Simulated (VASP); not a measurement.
Mo12Cl, 13 atoms in the cell. The cell holds a slab with vacuum, 13 atoms: a = 5.474 Å, b = 5.474 Å, c = 19.808 Å, α = 90.00°, β = 90.00°, γ = 109.47°. 

* Program: VASP 6.6.1
* Task: single point
* Functional: PBE
* Potentials or basis: VASP PAW PBE potentials, release 64 (Mo_sv, Cl)
* Cutoff: 520 eV
* k mesh: 5 × 5 × 1
* Occupations: gaussian, width 0.1 eV
* Spin: no spin polarisation
* Dipole correction: yes
* Further INCAR settings: ALGO = Normal; EDIFF = 1e-07; NBANDS = 100

Potentials or basis: VASP PAW PBE potentials, release 64 (Mo_sv, Cl).

Command:

```sh
$ cat potpaw_PBE.64/Mo_sv/POTCAR potpaw_PBE.64/Cl/POTCAR > POTCAR
$ mpirun -np 1 vasp_std > vasp.out
```

Hardware: 1 thread of Intel(R) Xeon(R) Platinum 8375C CPU @ 2.90GHz (Ice Lake), on a shared host.

Q: Estimate the wall time of this run.

A: Run time: 41 min on 1 thread of Intel(R) Xeon(R) Platinum 8375C CPU @ 2.90GHz (Ice Lake), with other jobs on the host, peak memory 0.75 GiB. Counts: scf iterations 33, k points 9.
